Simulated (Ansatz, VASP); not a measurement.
## Two plane-wave programs on SiGe6

INCAR

```
SYSTEM = SiGe6
ALGO = Normal
EDIFF = 1E-7
EDIFFG = -0.08
ENCUT = 600
GGA = PE
IBRION = 2
ISIF = 3
ISMEAR = 0
LASPH = .True.
LCHARG = .False.
LREAL = .False.
LWAVE = .False.
NELM = 80
NSW = 36
PREC = Accurate
SIGMA = 0.2
```

File KPOINTS:

```
k-points
0
Gamma
  3 3 3
  0 0 0
```

POSCAR

```
SiGe6
1.0
    5.2550000000      3.0339756600      3.2433333300
   -5.2550000000      3.0339756600      3.2433333300
    0.0000000000     -6.0679513300      3.2433333300
Si Ge
2 12
Direct
    0.1250000000      0.1250000000      0.1250000000
    0.8750000000      0.8750000000      0.8750000000
    0.5892860000      0.7321430000      0.3035710000
    0.8392860000      0.9821430000      0.5535710000
    0.4107140000      0.2678570000      0.6964290000
    0.1607140000      0.0178570000      0.4464290000
    0.6964290000      0.4107140000      0.2678570000
    0.4464290000      0.1607140000      0.0178570000
    0.3035710000      0.5892860000      0.7321430000
    0.5535710000      0.8392860000      0.9821430000
    0.7321430000      0.3035710000      0.5892860000
    0.9821430000      0.5535710000      0.8392860000
    0.2678570000      0.6964290000      0.4107140000
    0.0178570000      0.4464290000      0.1607140000
```

Input for Ansatz:

```yaml
crystal:
  lattice:
    - [5.255, 3.03397566, 3.24333333]
    - [-5.255, 3.03397566, 3.24333333]
    - [0.0, -6.06795133, 3.24333333]
  atoms:
    - { symbol: Si, position: [0.125, 0.125, 0.125] }
    - { symbol: Si, position: [0.875, 0.875, 0.875] }
    - { symbol: Ge, position: [0.589286, 0.732143, 0.303571] }
    - { symbol: Ge, position: [0.839286, 0.982143, 0.553571] }
    - { symbol: Ge, position: [0.410714, 0.267857, 0.696429] }
    - { symbol: Ge, position: [0.160714, 0.017857, 0.446429] }
    - { symbol: Ge, position: [0.696429, 0.410714, 0.267857] }
    - { symbol: Ge, position: [0.446429, 0.160714, 0.017857] }
    - { symbol: Ge, position: [0.303571, 0.589286, 0.732143] }
    - { symbol: Ge, position: [0.553571, 0.839286, 0.982143] }
    - { symbol: Ge, position: [0.732143, 0.303571, 0.589286] }
    - { symbol: Ge, position: [0.982143, 0.553571, 0.839286] }
    - { symbol: Ge, position: [0.267857, 0.696429, 0.410714] }
    - { symbol: Ge, position: [0.017857, 0.446429, 0.160714] }
basis:
  ecutwfc: 420
kpoints:
  mp_grid: { grid: [3, 3, 3] }
hamiltonian:
  xc: pbe
scf:
  occupations: { method: gaussian, width: 0.2 }
  lower_state_search: "off"
output:
  forces: true
  stress: true
  eigenvalues: true
relax:
  adjacent_minimum: "off"
  f_tol: 0.08
  max_steps: 16
  cell: { stress_tol: 0.8 }
```

Alike in both runs: task relaxation of cell and atoms; functional PBE; k mesh 3 × 3 × 3; occupations gaussian, width 0.2 eV; no spin polarisation.

|  | VASP | Ansatz |
| --- | --- | --- |
| version | VASP 6.6.1 | Ansatz 0.2.0 |
| potentials or method | VASP PAW PBE potentials, release 64 (Si, Ge_d), cutoff 600 eV | scalar-relativistic, plane waves, PAW |
| valence electrons in the cell | 176 | 176 |

```csv
,VASP,Ansatz,Ansatz less VASP
relaxed volume (Å³/atom),23.31,23.11,-0.202
relaxed length of the cell vector where the two differ most in proportion (Å),6.998,6.978,-0.0194
```
